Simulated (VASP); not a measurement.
# MnO (P6_3mc) in VASP: a series of runs

The runs below take MnO through single point, with PBE+U.

Everything below comes from runs of VASP 6.6.1. Logs are shortened: lines on timing, memory, paths and dates and some standing lists are left out, and cuts for length are marked.

### 1 The cell of the first run

It takes space group P6_3mc (No. 186, hexagonal). Conventional cell: a = 3.372 Å, b = 3.372 Å, c = 5.385 Å, α = 90.00°, β = 90.00°, γ = 120.00°. Mn (site symmetry 3m) has 4 O at 1.96 to 2.08 Å within 2.6 Å. O (site symmetry 3m) has 4 Mn at 1.96 to 2.08 Å within 2.6 Å.

### 2 Single point, PBE+U, collinear spin, ferromagnetic start

The input, INCAR:

```
ALGO     = Normal         # electronic algorithm
EDIFF    = 1E-7           # SCF threshold, eV
ENCUT    = 520            # plane-wave cutoff, eV
GGA      = PE             # functional
ISIF     = 2              # what is computed and relaxed
ISMEAR   = 0              # smearing method
ISPIN    = 2              # spin polarisation
LASPH    = True           # aspherical terms in the spheres
LCHARG   = True           # write CHGCAR
LDAU     = True           # DFT+U
LDAUJ    = 0 0          
LDAUL    = 2 -1           # shell
LDAUPRINT= 1            
LDAUTYPE = 2            
LDAUU    = 4 0            # U, eV
LELF     = True           # ELF
LMAXMIX  = 4              # l up to which the mixer works
LORBIT   = 11             # projections on sites
LREAL    = False          # projectors in reciprocal space
LVHAR    = True         
LWAVE    = False          # write WAVECAR
MAGMOM   = 5 5 5 5 0 0 0 0 # initial moments
NBANDS   = 52             # bands
NELM     = 150            # most SCF steps
PREC     = Accurate       # precision mode
SIGMA    = 0.05           # smearing width, eV
```

The input, KPOINTS:

```
k-points
0
Gamma
  6 6 6
```

The input, POSCAR:

```
MnO
1.0
    3.3717001900      0.0000000000      0.0000000000
   -1.6858500900      2.9199780200      5.3854988200
    0.0000000000      0.0000000000     10.7709976400
Mn O
4 4
Direct
    0.3333333333      0.6666666667      0.6721466666
    0.6666666667      0.3333333333      0.0888133334
    0.3333333333      0.6666666667      0.1721466667
    0.6666666667      0.3333333333      0.5888133334
    0.3333333333      0.6666666667      0.8544016667
    0.6666666667      0.3333333333      0.2710683334
    0.3333333333      0.6666666667      0.3544016666
    0.6666666667      0.3333333333      0.7710683334
```

Potentials or basis: VASP PAW PBE potentials, release 64 (Mn_pv, O).

On the command line:

```
$ cat potpaw_PBE.64/Mn_pv/POTCAR potpaw_PBE.64/O/POTCAR > POTCAR
$ mpirun -np 1 vasp_std > vasp.out
```

OUTCAR:

```text
EDIFF = 1E-7
   ENCUT = 520
   GGA = PE
   ISIF = 2
   ISMEAR = 0
   ISPIN = 2
   LASPH = True
   LORBIT = 11
   LREAL = False
   NELM = 150
   PREC = Accurate

 ion  position               nearest neighbor table
   1  0.333  0.667  0.672-   5 1.96   8 2.08   6 2.08   8 2.08
   2  0.667  0.333  0.089-   6 1.96   5 2.08   7 2.08   5 2.08
   3  0.333  0.667  0.172-   7 1.96   6 2.08   8 2.08   6 2.08
   4  0.667  0.333  0.589-   8 1.96   7 2.08   5 2.08   7 2.08
   5  0.333  0.667  0.854-   1 1.96   2 2.08   4 2.08   2 2.08
   6  0.667  0.333  0.271-   2 1.96   3 2.08   1 2.08   3 2.08
   7  0.333  0.667  0.354-   3 1.96   4 2.08   2 2.08   4 2.08
   8  0.667  0.333  0.771-   4 1.96   1 2.08   3 2.08   1 2.08

  LATTYP: Found a body centered orthorhombic cell.
 ALAT       =     3.3717001900
 B/A-ratio  =     1.7320508085
 C/A-ratio  =     3.1945300688

  Lattice vectors:

 A1 = (   1.6858501000,   2.9199780200,  -5.3854988200)
 A2 = (  -1.6858501000,  -2.9199780200,  -5.3854988200)
 A3 = (  -1.6858500900,   2.9199780200,   5.3854988200)

Analysis of symmetry for initial positions (statically):
=====================================================================
 Subroutine PRICEL returns following result:

  LATTYP: Found a hexagonal cell.
 ALAT       =     3.3717001938
 C/A-ratio  =     1.5972650326
[... 12 lines left out ...]
 Subroutine GETGRP returns: Found  4 space group operations
 (whereof  2 operations were pure point group operations)
 out of a pool of  8 trial point group operations.

The static configuration has the point symmetry C_1h.
 The point group associated with its full space group is C_2v.

Analysis of symmetry for dynamics (positions and initial velocities):
=====================================================================
 Subroutine PRICEL returns following result:

  LATTYP: Found a hexagonal cell.
 ALAT       =     3.3717001938
 C/A-ratio  =     1.5972650326
[... 12 lines left out ...]
 Subroutine GETGRP returns: Found  4 space group operations
 (whereof  2 operations were pure point group operations)
 out of a pool of  8 trial point group operations.

The dynamic configuration has the point symmetry C_1h.
 The point group associated with its full space group is C_2v.

Analysis of structural, dynamic, and magnetic symmetry:
=====================================================================
 Subroutine PRICEL returns following result:

  LATTYP: Found a hexagonal cell.
 ALAT       =     3.3717001938
 C/A-ratio  =     1.5972650326
[... 12 lines left out ...]
 Subroutine GETGRP returns: Found  4 space group operations
 (whereof  2 operations were pure point group operations)
 out of a pool of  8 trial point group operations.

The overall configuration has the point symmetry C_1h.
 The point group associated with its full space group is C_2v.

 Subroutine INISYM returns: Found  4 space group operations
 (whereof  2 operations are pure point group operations),
 and found     2 'primitive' translations

----------------------------------------------------------------------------------------

                                     Primitive cell

  volume of cell :      53.0218

  direct lattice vectors                    reciprocal lattice vectors
    -1.685850100 -2.919978020  0.000000000     0.000000000 -0.342468331  0.000000000
     3.371700190  0.000000000  0.000000000     0.296586275 -0.171234166  0.000000000
[... 95 lines left out ...]
   ISIF   =      2    stress and relaxation
   ISYM   =      2    0-nonsym 1-usesym 2-fastsym
   POTIM  = 0.5000    time-step for ionic-motion
   TEBEG  =    0.0;   TEEND  =   0.0 temperature during run
   PSTRESS=    0.0 pullay stress
   NELECT =      76.0000    total number of electrons
   NUPDOWN=      -1.0000    fix difference up-down
   EMIN   =  10.00;   EMAX   =-10.00  energy-range for DOS
   EFERMI =   0.00;   METHOD = LEGACY
   ISMEAR =     0;   SIGMA  =   0.05  broadening in eV -4-tet -1-fermi 0-gaus
   EFERMI_NEDOS =   21; number of points for ismear=-14 and -15
   IALGO  =     38    algorithm
   IMIX   =      4    mixing-type and parameters
     AMIX     =   0.40;   BMIX     =  1.00
     AMIX_MAG =   1.60;   BMIX_MAG =  1.00
  volume/ion in A,a.u.               =      13.26        89.45
  Fermi-wavevector in a.u.,A,eV,Ry     =   1.465046  2.768535 29.202990  2.146359
  Thomas-Fermi vector in A             =   2.580949
   LORBIT       =     11    0 simple, 1 ext, 2 COOP (PROOUT), +10 PAW based schemes
 LDA+U is selected, type is set to LDAUTYPE =  2
   angular momentum for each species LDAUL =     2   -1
   U (eV)           for each species LDAUU =   4.0  0.0
   J (eV)           for each species LDAUJ =   0.0  0.0
   GGA     = PE    functional components
   LHFCALC =     F    Hartree Fock is set to
   AEXX    =    0.0000 exact exchange contribution
   IVDW    =     0    specifies the selected vdW correction
   LEPSILON=     F    determine dielectric tensor
   LRPA    =     F    only Hartree local field effects (RPA)
 spin polarized calculation
 Gauss-broadening in eV      SIGMA  =   0.05
  energy-cutoff  :      520.00
  volume of cell :      106.04
 maximum number of plane-waves:      2876
 NGX is ok and might be reduce to    28
   NGX = 13   NGY = 23   NGZ = 41

atom =   1  type =  1  l = 2

 onsite density matrix

spin component  1
[... 116 lines left out ...]
  o =  0.0230  v =  0.0000  0.0000  0.0000  0.0000  0.0000 -0.0000  0.7591 -0.0000 -0.0000  0.6510      0.0000  0.0000  0.0000  0.0000  0.0000  0.0000  0.0000  0.0000  0.0000  0.0000
  o =  0.0230  v =  0.0000  0.0000  0.0000  0.0000  0.0000  0.6510  0.0000  0.0000  0.7591  0.0000      0.0000  0.0000  0.0000  0.0000  0.0000  0.0000  0.0000  0.0000  0.0000  0.0000
  o =  0.0592  v =  0.0000  0.0000  0.0000  0.0000  0.0000  0.0000  0.6510 -0.0000 -0.0000 -0.7591      0.0000  0.0000  0.0000  0.0000  0.0000  0.0000  0.0000  0.0000  0.0000  0.0000
  o =  0.0592  v =  0.0000  0.0000  0.0000  0.0000  0.0000  0.7591 -0.0000  0.0000 -0.6510  0.0000      0.0000  0.0000  0.0000  0.0000  0.0000  0.0000  0.0000  0.0000  0.0000  0.0000
  o =  0.0740  v =  0.0000  0.0000  0.0000  0.0000  0.0000  0.0000 -0.0000 -1.0000 -0.0000 -0.0000      0.0000  0.0000  0.0000  0.0000  0.0000  0.0000  0.0000  0.0000  0.0000  0.0000
  o =  0.9457  v =  0.0000 -0.5371 -0.0097  0.0000 -0.8435  0.0000  0.0000  0.0000  0.0000  0.0000      0.0000  0.0000  0.0000  0.0000  0.0000  0.0000  0.0000  0.0000  0.0000  0.0000
  o =  0.9458  v =  0.8342  0.0000  0.0000  0.5515  0.0000  0.0000  0.0000  0.0000  0.0000  0.0000      0.0000  0.0000  0.0000  0.0000  0.0000  0.0000  0.0000  0.0000  0.0000  0.0000
  o =  0.9484  v = -0.0000 -0.0029  0.9999 -0.0000 -0.0096  0.0000  0.0000  0.0000  0.0000  0.0000      0.0000  0.0000  0.0000  0.0000  0.0000  0.0000  0.0000  0.0000  0.0000  0.0000
  o =  0.9515  v =  0.0000  0.8435 -0.0027 -0.0000 -0.5371  0.0000  0.0000  0.0000  0.0000  0.0000      0.0000  0.0000  0.0000  0.0000  0.0000  0.0000  0.0000  0.0000  0.0000  0.0000
  o =  0.9518  v = -0.5515  0.0000  0.0000  0.8342 -0.0000  0.0000  0.0000  0.0000  0.0000  0.0000      0.0000  0.0000  0.0000  0.0000  0.0000  0.0000  0.0000  0.0000  0.0000  0.0000

 number of electron      75.9999986 magnetization      20.0000007

 Free energy of the ion-electron system (eV)
  ---------------------------------------------------
  ext. energy  EPLUGINS =         0.00000000
  ---------------------------------------------------
  free energy    TOTEN  =       -61.19983463 eV

  energy without entropy =      -61.19979727  energy(sigma->0) =      -61.19981595

 E-fermi :   5.2063     XC(G=0): -10.5326

 val. band max:        5.1352754668   @ k =   0.0000   0.0000   0.0000
 cond. band min:       5.2645434912   @ k =   0.0000   0.0000   0.0000
 fundamental gap:      0.1292680243
 Fermi energy:         5.2063391285

 spin component 1

 k-point     1 :       0.0000    0.0000    0.0000
  band No.  band energies     occupation
      1     -44.6243      1.00000
      2     -44.6243      1.00000
      3     -44.6045      1.00000
      4     -44.6045      1.00000
      5     -44.6021      1.00000
      6     -44.6019      1.00000
[... 2537 lines left out ...]
     49      10.5845      0.00000
     50      10.6755      0.00000

 [... further k-points ...]

 [bands above 50 left out]

------------------------ aborting loop because EDIFF is reached ----------------------------------------

  FORCE on cell =-STRESS in cart. coord.  units (eV):
  Direction    XX          YY          ZZ          XY          YZ          ZX
  --------------------------------------------------------------------------------------
  -------------------------------------------------------------------------------------
  Total        5.0009233      4.9868619     11.6822701      0.0000000      0.0000000      0.0000000
  in kB       75.5572792     75.3448309    176.5035161      0.0000001      0.0000000      0.0000000
  external PRESSURE =     109.1352087 kB  Pullay stress =       0.0000000 kB

 VOLUME and BASIS-vectors are now :
 -----------------------------------------------------------------------------
  energy-cutoff  :      520.00
  volume of cell :      106.04
      direct lattice vectors                 reciprocal lattice vectors
     3.371700190  0.000000000  0.000000000     0.296586275  0.171234165  0.000000000
    -1.685850090  2.919978020  5.385498820     0.000000000  0.342468331  0.000000000
     0.000000000  0.000000000 10.770997640     0.000000000 -0.171234166  0.092841911

 POSITION                                       TOTAL-FORCE (eV/Angst)
 -----------------------------------------------------------------------------------
      0.00000      1.94665     10.83002         0.000000      0.001726     -0.898526
      1.68585      0.97333      2.75177        -0.000000     -0.001726     -0.898526
      0.00000      1.94665      5.44452         0.000000      0.001726     -0.898526
      1.68585      0.97333      8.13727        -0.000000     -0.001726     -0.898526
      0.00000      1.94665     12.79309         0.000000      0.000696      0.898526
      1.68585      0.97333      4.71484        -0.000000     -0.000696      0.898526
      0.00000      1.94665      7.40759         0.000000      0.000696      0.898526
      1.68585      0.97333     10.10034        -0.000000     -0.000696      0.898526
 -----------------------------------------------------------------------------------
    total drift:                               -0.000021      0.000039     -0.002014

  FREE ENERGIE OF THE ION-ELECTRON SYSTEM (eV)
  ---------------------------------------------------
  free  energy   TOTEN  =       -61.1998346297 eV

  energy  without entropy=      -61.1997972699  energy(sigma->0) =      -61.19981595

 total charge

# of ion       s       p       d       tot
------------------------------------------
    1        0.244   6.234   4.960  11.439
    2        0.244   6.234   4.960  11.439
    3        0.244   6.234   4.960  11.439
    4        0.244   6.234   4.960  11.439
    5        1.553   3.487   0.000   5.040
    6        1.553   3.487   0.000   5.040
    7        1.553   3.487   0.000   5.040
    8        1.553   3.487   0.000   5.040
--------------------------------------------------
tot          7.187  38.887  19.841  65.915

 magnetization (x)

# of ion       s       p       d       tot
------------------------------------------
    1        0.036   0.057   4.495   4.588
    2        0.036   0.057   4.495   4.588
    3        0.036   0.057   4.495   4.588
    4        0.036   0.057   4.495   4.588
    5        0.013   0.101   0.000   0.114
    6        0.013   0.101   0.000   0.114
    7        0.013   0.101   0.000   0.114
    8        0.013   0.101   0.000   0.114
--------------------------------------------------
tot          0.199   0.631  17.981  18.810
```

It took 23 min on 1 thread of Oxide Virtual Turin-like, shared host; peak memory 0.58 GiB.

What came out:

| Item | Value |
| --- | --- |
| Free energy | -61.1998 eV |
| Pressure | 10.9 GPa |
| Largest force | 0.899 eV/Å |
| Band gap on the k mesh | 0.13 eV |
| Net moment | 20.00 μB per cell |
| Site moments | Mn +4.59; O +0.11 μB |
| Valence electrons inside the program's atomic spheres | Mn 11.44; O 5.04 |

Forces on the atoms (eV/Å):
```
Mn   0.000  0.002 -0.899
Mn   0.000 -0.002 -0.899
Mn   0.000  0.002 -0.899
Mn   0.000 -0.002 -0.899
O    0.000  0.001  0.899
O    0.000 -0.001  0.899
O    0.000  0.001  0.899
O    0.000 -0.001  0.899
```

Stress tensor (GPa, compression positive):
```
 7.56  0.00  0.00
 0.00  7.53  0.00
 0.00  0.00 17.65
```

Eigenvalues of the final occupation matrices:
```tsv
site	spin	trace	eigenvalues
site 1 d	1	4.74	0.95 0.95 0.95 0.95 0.95
site 1 d	2	0.24	0.02 0.02 0.06 0.06 0.07
site 2 d	1	4.74	0.95 0.95 0.95 0.95 0.95
site 2 d	2	0.24	0.02 0.02 0.06 0.06 0.07
site 3 d	1	4.74	0.95 0.95 0.95 0.95 0.95
site 3 d	2	0.24	0.02 0.02 0.06 0.06 0.07
site 4 d	1	4.74	0.95 0.95 0.95 0.95 0.95
site 4 d	2	0.24	0.02 0.02 0.06 0.06 0.07
```

Caveat: the stress differs along the axes, from 8 to 18 GPa; the run started ferromagnetic, and an antiferromagnetic order may lie lower in energy. A k mesh can miss the band edges.

### 3 Single point, PBE+U, collinear spin, ferromagnetic start

The input, INCAR:

```
SYSTEM = MnO
  PREC = Accurate
  ENCUT = 520
  EDIFF = 1E-6
  ISMEAR = 0
  SIGMA = 0.05
  LREAL = .False.
  LASPH = .True.
  NELM = 150
  ALGO = Normal
  ISIF = 2
  LWAVE = .False.
  LCHARG = .False.
  ISPIN = 2
  MAGMOM = 5 5 5 5 0 0 0 0
  LORBIT = 11
  LMAXMIX = 4
  LDAU = .True.
  LDAUTYPE = 2
  LDAUL = 2 -1
  LDAUU = 4 0
  LDAUJ = 0 0
  LDAUPRINT = 1
  GGA = PE
  NBANDS = 52
```

The input, KPOINTS:

```
Automatic mesh
0
Gamma
  6 6 6
  0 0 0
```

POSCAR is that of step 2.

Potentials or basis: VASP PAW PBE potentials, release 64 (Mn_pv, O).

On the command line:

```
$ cat potpaw_PBE.64/Mn_pv/POTCAR potpaw_PBE.64/O/POTCAR > POTCAR
$ mpirun -np 1 vasp_std > vasp.out
```

Wall time 16 min (1 thread of Oxide Virtual Turin-like, shared host); peak memory 0.58 GiB.

Results (log left out):

```yaml
Free_energy: -61.1998 eV
Pressure: 10.9 GPa
Largest_force: 0.899 eV/Å
Band_gap_on_the_k_mesh: 0.13 eV
Net_moment: 20.00 μB per cell
Site_moments: Mn +4.59; O +0.11 μB
Valence_electrons_inside_the_program's_atomic_spheres: Mn 11.44; O 5.04
```

Forces on the atoms (eV/Å):
```
Mn   0.000  0.002 -0.899
Mn   0.000 -0.002 -0.899
Mn   0.000  0.002 -0.899
Mn   0.000 -0.002 -0.899
O    0.000  0.001  0.899
O    0.000 -0.001  0.899
O    0.000  0.001  0.899
O    0.000 -0.001  0.899
```

Stress tensor (GPa, compression positive):
```
 7.54  0.00  0.00
 0.00  7.51  0.00
 0.00  0.00 17.63
```

Levels at points of the mesh, in eV from the valence-band top:
Spin up:
| k point | band 46 | band 47 | band 48 | band 49 | band 50 | band 51 |
| --- | --- | --- | --- | --- | --- | --- |
| (0.00, 0.00, 0.00) | -0.60 | 0.00 | 0.00 | 0.13 | 4.57 | 4.58 |
| (0.50, 0.00, 0.00) | -1.29 | -1.03 | -0.73 | 4.57 | 4.57 | 4.75 |
| (0.00, 0.50, 0.00) | -0.54 | -0.54 | -0.54 | 2.06 | 2.06 | 4.75 |
| (0.00, 0.00, 0.50) | -0.49 | -0.48 | -0.48 | 2.08 | 2.08 | 4.82 |
| (0.50, 0.00, 0.50) | -1.17 | -0.97 | -0.97 | 4.47 | 4.47 | 5.87 |
Spin down:
| k point | band 24 | band 25 | band 26 | band 27 | band 28 | band 29 | band 30 | band 31 | band 32 | band 33 |
| --- | --- | --- | --- | --- | --- | --- | --- | --- | --- | --- |
| (0.00, 0.00, 0.00) | -3.73 | -3.71 | -3.71 | -3.62 | -3.62 | 0.67 | 2.86 | 2.86 | 3.23 | 3.53 |
| (0.50, 0.00, 0.00) | -3.86 | -3.71 | -3.71 | -3.71 | -3.70 | 2.37 | 2.63 | 2.86 | 2.86 | 3.35 |
| (0.00, 0.50, 0.00) | -3.70 | -3.69 | -3.69 | -3.69 | -3.69 | 2.37 | 2.58 | 2.58 | 2.63 | 3.35 |
| (0.00, 0.00, 0.50) | -3.81 | -3.73 | -3.73 | -3.66 | -3.66 | 2.55 | 2.55 | 3.02 | 3.02 | 3.41 |
| (0.50, 0.00, 0.50) | -4.22 | -3.84 | -3.84 | -3.64 | -3.64 | 2.57 | 2.57 | 2.75 | 2.75 | 3.57 |

Eigenvalues of the final occupation matrices:
```
    site  spin  trace               eigenvalues
site 1 d     1   4.74  0.95 0.95 0.95 0.95 0.95
site 1 d     2   0.24  0.02 0.02 0.06 0.06 0.07
site 2 d     1   4.74  0.95 0.95 0.95 0.95 0.95
site 2 d     2   0.24  0.02 0.02 0.06 0.06 0.07
site 3 d     1   4.74  0.95 0.95 0.95 0.95 0.95
site 3 d     2   0.24  0.02 0.02 0.06 0.06 0.07
site 4 d     1   4.74  0.95 0.95 0.95 0.95 0.95
site 4 d     2   0.24  0.02 0.02 0.06 0.06 0.07
```

Caveat: the stress differs along the axes, from 8 to 18 GPa; the run started ferromagnetic, and an antiferromagnetic order may lie lower in energy. The state reached can hang on the start; a lower one may exist.
